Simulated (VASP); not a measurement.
# Br (Cmce) in VASP: a series of runs

The runs below take Br through single point, relaxation of cell and atoms, with revPBE.

Everything below comes from runs of VASP 6.6.1. Logs are shortened: lines on timing, memory, paths and dates and some standing lists are left out, and cuts for length are marked.

**1. The cell of the first run**

It takes space group Cmce (No. 64, orthorhombic). The conventional cell has a = 10.571 Å, b = 4.717 Å, c = 8.970 Å, α = 90.00°, β = 90.00°, γ = 90.00°. Br (site symmetry m) has 1 Br at 2.36 Å within 3.1 Å.

**2. Single point, revPBE**

File INCAR:

```
PREC = Accurate
ENCUT = 520
EDIFF = 1E-6
ISMEAR = -1
SIGMA = 0.05
LREAL = False
LASPH = True
NELM = 100
ALGO = Normal
ISIF = 2
LWAVE = False
LCHARG = False
GGA = RE
NBANDS = 22
```

File KPOINTS:

```
regular mesh
0
Gamma
  5 5 2
```

File POSCAR:

```
Br
1.0
    5.2854673608     -2.3583810175      0.0000000000
    5.2854673608      2.3583810175      0.0000000000
    0.0000000000      0.0000000000      8.9701870251
Br
4
Direct
    0.8766682431      0.1233317569      0.1143950239
    0.6233317569      0.3766682431      0.6143950239
    0.1233317569      0.8766682431      0.8856049761
    0.3766682431      0.6233317569      0.3856049761
```

Potentials or basis: VASP PAW PBE potentials, release 64 (Br).

The run is started by

```console
$ cat potpaw_PBE.64/Br/POTCAR > POTCAR
$ mpirun -np 1 vasp_std > vasp.out
```

OUTCAR:

```text
PREC = Accurate
   ENCUT = 520
   EDIFF = 1E-6
   ISMEAR = -1
   LREAL = False
   LASPH = True
   NELM = 100
   ISIF = 2
   GGA = RE

 ion  position               nearest neighbor table
   1  0.877  0.123  0.114-   3 2.36
   2  0.623  0.377  0.614-   4 2.36
   3  0.123  0.877  0.886-   1 2.36
   4  0.377  0.623  0.386-   2 2.36

  LATTYP: Found a base centered orthorhombic cell.
 ALAT       =     4.7167620350
 B/A-ratio  =     2.2411422589
 C/A-ratio  =     1.9017679837

  Lattice vectors:

 A1 = (  -5.2854673608,  -2.3583810175,   0.0000000000)
 A2 = (   5.2854673608,  -2.3583810175,   0.0000000000)
 A3 = (   0.0000000000,   0.0000000000,   8.9701870251)

Analysis of symmetry for initial positions (statically):
=====================================================================
 Subroutine PRICEL returns:
 Original cell was already a primitive cell.

 Routine SETGRP: Setting up the symmetry group for a
 base centered orthorhombic supercell.

 Subroutine GETGRP returns: Found  8 space group operations
 (whereof  4 operations were pure point group operations)
 out of a pool of  8 trial point group operations.

The static configuration has the point symmetry C_2h.
 The point group associated with its full space group is D_2h.

Analysis of symmetry for dynamics (positions and initial velocities):
=====================================================================
 Subroutine PRICEL returns:
 Original cell was already a primitive cell.

 Routine SETGRP: Setting up the symmetry group for a
 base centered orthorhombic supercell.

 Subroutine GETGRP returns: Found  8 space group operations
 (whereof  4 operations were pure point group operations)
 out of a pool of  8 trial point group operations.

The dynamic configuration has the point symmetry C_2h.
 The point group associated with its full space group is D_2h.

 Subroutine INISYM returns: Found  8 space group operations
 (whereof  4 operations are pure point group operations),
 and found     1 'primitive' translations

----------------------------------------------------------------------------------------

                                     Primitive cell

  volume of cell :     223.6294

  direct lattice vectors                    reciprocal lattice vectors
     5.285467361 -2.358381018  0.000000000     0.094599014 -0.212009848  0.000000000
     5.285467361  2.358381018  0.000000000     0.094599014  0.212009848  0.000000000
     0.000000000  0.000000000  8.970187025     0.000000000  0.000000000  0.111480396

  length of vectors
     5.787756581  5.787756581  8.970187025     0.232157595  0.232157595  0.111480396

  position of ions in fractional coordinates (direct lattice)
     0.876668243  0.123331757  0.114395024
     0.623331757  0.376668243  0.614395024
     0.123331757  0.876668243  0.885604976
     0.376668243  0.623331757  0.385604976

  ion indices of the primitive-cell ions
   primitive index   ion index
                 1           1
                 2           2
                 3           3
                 4           4

----------------------------------------------------------------------------------------

 KPOINTS: regular mesh

Automatic generation of k-mesh.
 Grid dimensions read from file:
 generate k-points for:    5    5    2

 Generating k-lattice:

  Cartesian coordinates                     Fractional coordinates (reciprocal lattice)
     0.018919803 -0.042401970  0.000000000     0.200000000 -0.000000000  0.000000000
     0.018919803  0.042401970  0.000000000    -0.000000000  0.200000000  0.000000000
     0.000000000  0.000000000  0.055740198     0.000000000  0.000000000  0.500000000

  Length of vectors
     0.046431519  0.046431519  0.055740198

  Shift w.r.t. Gamma in fractional coordinates (k-lattice)
     0.000000000  0.000000000  0.000000000

 Subroutine IBZKPT returns following result:
 ===========================================

 Found     18 irreducible k-points:

 Following reciprocal coordinates:
            Coordinates               Weight
  0.000000  0.000000  0.000000      1.000000
  0.200000  0.000000  0.000000      4.000000
  0.400000 -0.000000  0.000000      4.000000
  0.200000  0.200000  0.000000      2.000000
  0.400000  0.200000  0.000000      4.000000
 -0.400000  0.200000  0.000000      4.000000
[... 10 lines left out ...]
  0.400000  0.400000  0.500000      2.000000
 -0.400000  0.400000  0.500000      2.000000
   k-points           NKPTS =     18   k-points in BZ     NKDIM =     18   number of bands    NBANDS=     22
   number of dos      NEDOS =    301   number of ions     NIONS =      4
   total plane-waves  NPLWV = 161280
   dimension x,y,z NGX =    48 NGY =   48 NGZ =   70
   dimension x,y,z NGXF=    96 NGYF=   96 NGZF=  140
   ions per type =               4
   NGX,Y,Z   is equivalent  to a cutoff of  13.79, 13.79, 12.97 a.u.
   NGXF,Y,Z  is equivalent  to a cutoff of  27.57, 27.57, 25.95 a.u.
 SYSTEM =  unknown system
   PREC   = accura    normal or accurate (medium, high low for compatibility)
   ISTART =      0    job   : 0-new  1-cont  2-samecut
   ICHARG =      2    charge: 1-file 2-atom 10-const
   ISPIN  =      1    spin polarized calculation?
   LNONCOLLINEAR =      F non collinear calculations
   LSORBIT =      F    spin-orbit coupling
   LASPH  =      T    aspherical Exc in radial PAW
   ENCUT  =  520.0 eV  38.22 Ry    6.18 a.u.  10.76 10.76 16.68*2*pi/ulx,y,z
   NELM   =    100;   NELMIN=  2; NELMDL= -5     # of ELM steps
   EDIFF  = 0.1E-05   stopping-criterion for ELM
   LREAL  =      F    real-space projection
   EDIFFG = 0.1E-04   stopping-criterion for IOM
   NSW    =      0    number of steps for IOM
   IBRION =     -1    ionic relax: 0-MD 1-quasi-New 2-CG
   NFREE  =      0    steps in history (QN), initial steepest desc. (CG)
   ISIF   =      2    stress and relaxation
   ISYM   =      2    0-nonsym 1-usesym 2-fastsym
   POTIM  = 0.5000    time-step for ionic-motion
   TEBEG  =    0.0;   TEEND  =   0.0 temperature during run
   PSTRESS=    0.0 pullay stress
   NELECT =      28.0000    total number of electrons
   NUPDOWN=      -1.0000    fix difference up-down
   EMIN   =  10.00;   EMAX   =-10.00  energy-range for DOS
   EFERMI =   0.00;   METHOD = LEGACY
   ISMEAR =    -1;   SIGMA  =   0.05  broadening in eV -4-tet -1-fermi 0-gaus
   EFERMI_NEDOS =   21; number of points for ismear=-14 and -15
   IALGO  =     38    algorithm
   IMIX   =      4    mixing-type and parameters
     AMIX     =   0.40;   BMIX     =  1.00
     AMIX_MAG =   1.60;   BMIX_MAG =  1.00
  volume/ion in A,a.u.               =      55.91       377.28
  Fermi-wavevector in a.u.,A,eV,Ry     =   0.819001  1.547688  9.126285  0.670763
  Thomas-Fermi vector in A             =   1.929728
   LORBIT       =      0    0 simple, 1 ext, 2 COOP (PROOUT), +10 PAW based schemes
   GGA     = RE    functional components
   LHFCALC =     F    Hartree Fock is set to
   AEXX    =    0.0000 exact exchange contribution
   IVDW    =     0    specifies the selected vdW correction
   LEPSILON=     F    determine dielectric tensor
   LRPA    =     F    only Hartree local field effects (RPA)
 non-spin polarized calculation
  energy-cutoff  :      520.00
  volume of cell :      223.63
 maximum number of plane-waves:      6058
 NGX is ok and might be reduce to    48
   NGX = 21   NGY = 21   NGZ = 33

 number of electron      28.0000003 magnetization

 Free energy of the ion-electron system (eV)
  ---------------------------------------------------
  ext. energy  EPLUGINS =         0.00000000
  ---------------------------------------------------
  free energy    TOTEN  =        -5.83067901 eV

  energy without entropy =       -5.83067897  energy(sigma->0) =       -5.83067899

 E-fermi :  -2.0790     XC(G=0):  -5.4964

 val. band max:       -2.8944941061   @ k =   0.0000   0.0000   0.0000
 cond. band min:      -1.2870426207   @ k =   0.0000   0.0000   0.0000
 fundamental gap:      1.6074514853
 Fermi energy:        -2.0789781651

 k-point     1 :       0.0000    0.0000    0.0000
  band No.  band energies     occupation
      1     -18.2408      2.00000
      2     -17.9623      2.00000
      3     -15.8729      2.00000
      4     -15.3348      2.00000
      5      -7.4075      2.00000
      6      -6.6153      2.00000
[... 14 lines left out ...]
     21       6.0235      0.00000
     22       6.1820      0.00000

 k-point     2 :       0.2000    0.0000    0.0000
  band No.  band energies     occupation
      1     -18.2010      2.00000
      2     -17.9742      2.00000
      3     -15.8305      2.00000
      4     -15.3978      2.00000
      5      -7.4051      2.00000
      6      -6.7854      2.00000
[... 14 lines left out ...]
     21       5.8679      0.00000
     22       6.1338      0.00000

 k-point     3 :       0.4000   -0.0000    0.0000
  band No.  band energies     occupation
      1     -18.1086      2.00000
      2     -18.0209      2.00000
      3     -15.7128      2.00000
      4     -15.5492      2.00000
      5      -7.3515      2.00000
      6      -7.1314      2.00000
[... 14 lines left out ...]
     21       6.0670      0.00000
     22       6.4919      0.00000

 k-point     4 :       0.2000    0.2000    0.0000
  band No.  band energies     occupation
      1     -18.2396      2.00000
      2     -17.9616      2.00000
      3     -15.8718      2.00000
      4     -15.3347      2.00000
      5      -7.4051      2.00000
      6      -6.6168      2.00000
[... 14 lines left out ...]
     21       5.7789      0.00000
     22       5.9362      0.00000

 k-point     5 :       0.4000    0.2000    0.0000
  band No.  band energies     occupation
      1     -18.1994      2.00000
      2     -17.9733      2.00000
      3     -15.8289      2.00000
      4     -15.3979      2.00000
      5      -7.4013      2.00000
      6      -6.7881      2.00000
[... 267 lines left out ...]
 k-point    16 :      -0.2000    0.2000    0.5000
  band No.  band energies     occupation
      1     -18.0662      2.00000
      2     -18.0662      2.00000
      3     -15.6309      2.00000
      4     -15.6309      2.00000
      5      -7.1517      2.00000
      6      -7.1517      2.00000
[... 14 lines left out ...]
     21       6.4918      0.00000
     22       6.4918      0.00000

 k-point    17 :       0.4000    0.4000    0.5000
  band No.  band energies     occupation
      1     -18.1115      2.00000
      2     -18.1115      2.00000
      3     -15.5939      2.00000
      4     -15.5939      2.00000
      5      -7.0621      2.00000
      6      -7.0621      2.00000
[... 14 lines left out ...]
     21       6.2807      0.00000
     22       6.2810      0.00000

 k-point    18 :      -0.4000    0.4000    0.5000
  band No.  band energies     occupation
      1     -18.0938      2.00000
      2     -18.0938      2.00000
      3     -15.6074      2.00000
      4     -15.6074      2.00000
      5      -7.1045      2.00000
      6      -7.1045      2.00000
[... 14 lines left out ...]
     21       6.1873      0.00000
     22       6.1873      0.00000

------------------------ aborting loop because EDIFF is reached ----------------------------------------

  FORCE on cell =-STRESS in cart. coord.  units (eV):
  Direction    XX          YY          ZZ          XY          YZ          ZX
  --------------------------------------------------------------------------------------
  -------------------------------------------------------------------------------------
  Total        0.0348471      0.0135288      0.0150005      0.0000000      0.0000000      0.0000000
  in kB        0.2496595      0.0969265      0.1074700      0.0000000      0.0000000      0.0000000
  external PRESSURE =       0.1513520 kB  Pullay stress =       0.0000000 kB

 VOLUME and BASIS-vectors are now :
 -----------------------------------------------------------------------------
  energy-cutoff  :      520.00
  volume of cell :      223.63
      direct lattice vectors                 reciprocal lattice vectors
     5.285467361 -2.358381018  0.000000000     0.094599014 -0.212009848  0.000000000
     5.285467361  2.358381018  0.000000000     0.094599014  0.212009848  0.000000000
     0.000000000  0.000000000  8.970187025     0.000000000  0.000000000  0.111480396

 POSITION                                       TOTAL-FORCE (eV/Angst)
 -----------------------------------------------------------------------------------
      5.28547     -1.77665      1.02614         0.000000      0.000606      0.001502
      5.28547     -0.58173      5.51124         0.000000     -0.000606      0.001502
      5.28547      1.77665      7.94404         0.000000     -0.000606     -0.001502
      5.28547      0.58173      3.45895         0.000000      0.000606     -0.001502
 -----------------------------------------------------------------------------------
    total drift:                               -0.000000     -0.000000     -0.000000

  FREE ENERGIE OF THE ION-ELECTRON SYSTEM (eV)
  ---------------------------------------------------
  free  energy   TOTEN  =        -5.8306790134 eV

  energy  without entropy=       -5.8306789669  energy(sigma->0) =       -5.83067899
```

Run time: 78 s. Hardware: 1 thread of AMD EPYC 9R45 (Zen 5), shared host; peak memory 0.38 GiB.

What came out:

```yaml
Free_energy: -5.8307 eV
Pressure: 0.0 GPa
Band_gap_on_the_k_mesh: 1.61 eV
```

Caveat: this functional lacks dispersion, which holds the molecules together, so the pressure and a relaxed volume are unreliable; the PAW data sets were made with another functional, which shifts forces and pressure a little; an odd mesh through Γ misses points on the zone boundary, where band edges can lie.

(Part 1 of 2 ends here.)
